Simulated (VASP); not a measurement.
AlGeIr3, 5 atoms in the cell. Symmetry: Pm-3m, No. 221, cubic system. The conventional cell has a = 4.517 Å, b = 4.517 Å, c = 4.517 Å, α = 90.00°, β = 90.00°, γ = 90.00°. Al (site symmetry m-3m) has 12 Ir at 3.19 Å and 8 Ge at 3.91 Å within 4.2 Å. Within 3.0 Å of Ge (site symmetry m-3m) lie 6 Ir at 2.26 Å. Within 3.0 Å of Ir (site symmetry 4/mmm) lie 2 Ge at 2.26 Å. The cell was built from a structure type or drawn by symmetry, and may not be a known phase.

* Program: VASP 6.6.1
* Task: single point
* Functional: PBE
* Potentials or basis: VASP PAW PBE potentials, release 64 (Al, Ge_d, Ir)
* Cutoff: 520 eV
* k mesh: 8 × 8 × 8
* Occupations: gaussian, width 0.1 eV
* Spin: no spin polarisation
* Dipole correction: no
* Further INCAR settings: ALGO = Normal; EDIFF = 1e-07; NBANDS = 30

Potentials or basis: VASP PAW PBE potentials, release 64 (Al, Ge_d, Ir).

Run with:

```bash
$ cat potpaw_PBE.64/Al/POTCAR potpaw_PBE.64/Ge_d/POTCAR potpaw_PBE.64/Ir/POTCAR > POTCAR
$ mpirun -np 1 vasp_std > vasp.out
```

Hardware: 1 thread of Intel Xeon 8259CL, with other jobs on the host.

**Question.** Estimate the wall time of this run.

**Answer.** Wall time 120 s on 1 thread of Intel Xeon 8259CL (shared host), peak memory 0.26 GiB. Counts: scf iterations 14, k points 35.
